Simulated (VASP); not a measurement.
Here is a VASP 6.6.1 calculation.

File INCAR:

```
ALGO = Normal
EDIFF = 1E-6
ENCUT = 520
GGA = PE
ISIF = 2
ISMEAR = 0
LASPH = T
LCHARG = F
LREAL = F
LWAVE = F
NBANDS = 51
NELM = 100
PREC = Accurate
SIGMA = 0.1
```

Contents of KPOINTS:

```
k-points
0
Gamma
  4 4 2
```

The input POSCAR:

```
BaTiO3
1.0
   -2.8628964670     -1.6528940459     -2.3563485123
    0.0000000000      3.3057880917     -2.3563485123
    5.7257929340     -3.3057880918     -4.7126970246
Ba Ti O
2 2 6
Direct
    0.9949894135      0.9949894135      0.9974947068
    0.9949894135      0.9949894135      0.4974947068
    0.4808322642      0.4808322642      0.7404161321
    0.4808322642      0.4808322642      0.2404161321
    0.5116342274      0.0222098174      0.7558171137
    0.5116342274      0.0222098174      0.2558171137
    0.5116342274      0.5116342274      0.5111049087
    0.5116342274      0.5116342274      0.0111049087
    0.0222098174      0.5116342274      0.7558171137
    0.0222098174      0.5116342274      0.2558171137
```

Potentials or basis: VASP PAW PBE potentials, release 64 (Ba_sv, Ti_sv, O).

Launch:

```console
$ cat potpaw_PBE.64/Ba_sv/POTCAR potpaw_PBE.64/Ti_sv/POTCAR potpaw_PBE.64/O/POTCAR > POTCAR
$ mpirun -np 1 vasp_std > vasp.out
```

Estimate the pressure.

1.6 GPa.

Estimate the largest force.

0.050 eV/Å.

Forces in eV/Å, atoms in the order of the input:
```
Ba   0.000  0.000 -0.045
Ba   0.000  0.000 -0.045
Ti   0.000  0.000 -0.050
Ti   0.000  0.000 -0.050
O    0.000 -0.036  0.032
O    0.000 -0.036  0.032
O   -0.031  0.018  0.032
O   -0.031  0.018  0.032
O    0.031  0.018  0.032
O    0.031  0.018  0.032
```
